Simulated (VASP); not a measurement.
Runs of VASP 6.6.1 on Al4Te. The structure is that of space group Im-3m (No. 229), or close to it. The cells are those of the table. The cell was generated, and may not be a known phase.

```tsv
task	cell	k mesh	cutoff (eV)	gap on the mesh (eV)	pressure (GPa)	relaxed volume (Å³/atom)
single point	a = 5.499 Å, angles 109.5°, 5 atoms	4 × 4 × 4	520	none	0.3	-
single point	a = 5.595 Å, angles 109.5°, 5 atoms	8 × 8 × 8	520	none	(b)	-
relaxation of cell and atoms	relaxed from a = 4.945 Å, angles 109.5°, 5 atoms	4 × 4 × 4	600	none	-0.1	(a)
single point	a = 4.945 Å, angles 109.5°, 5 atoms	4 × 4 × 4	520	none	29.3	-
relaxation of cell and atoms	relaxed from a = 5.499 Å, angles 109.5°, 5 atoms	8 × 8 × 8	600	none	0.0	27.01
```

Alike in all rows: level PBE; potentials or basis VASP PAW PBE potentials, release 64 (Al, Te); no spin polarisation; smearing gaussian 0.1 eV.

Question: Estimate the missing entries.

Answer: (a) 25.87; (b) 0.1.

Caveats: some runs use coarse meshes; spin-orbit coupling is left out, which moves the levels of the heavy elements; the volume moved by over 15 % at a fixed basis, so the end points are rough (at least some runs).

A k mesh can miss the band edges, and the runs leave out spin-orbit coupling on Te.

A gap of «none» marks levels without a gap at the run's occupations.
